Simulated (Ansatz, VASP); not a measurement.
## Si2Bi2S in VASP and in Ansatz

```xyz
5
Lattice="4.2296 0.0000 0.0000 -2.1148 3.6629 0.0000 0.0000 0.0000 10.1853" Properties=species:S:1:pos:R:3 pbc="T T T"
Si    0.0000    0.0000    2.1265
Si    0.0000    0.0000    8.0588
Bi    0.0000    2.4419    6.8226
Bi    2.1148    1.2210    3.3627
S     0.0000    0.0000    0.0000
```

Alike in both runs: functional PBE; k mesh 6 × 6 × 2; occupations gaussian, width 0.1 eV; no spin polarisation.

Ansatz relaxed the structure, and its values are those at the end. VASP's run is a single point on that final structure, the one shown.

|  | VASP | Ansatz |
| --- | --- | --- |
| version | VASP 6.6.1 | Ansatz 0.2.0 |
| potentials or method | VASP PAW PBE potentials, release 64 (Si, Bi_d, S), cutoff 520 eV | scalar-relativistic, plane waves, PAW |
| valence electrons in the cell | 44 | 44 |

Ansatz gave:

| Quantity | Value |
| --- | --- |
| gap on the k mesh at the Fermi level (eV) | none |
| pressure (GPa) | 0.0 |
| rms of the force components (eV/Å) | 0.009 |

Q: What did VASP give for the same quantities?

A: gap on the k mesh at the Fermi level (eV): none; pressure (GPa): -0.1; rms of the force components (eV/Å): 0.021.

A gap of «none» marks a metal or a gap that the smearing closes.

Spin-orbit coupling is off throughout.
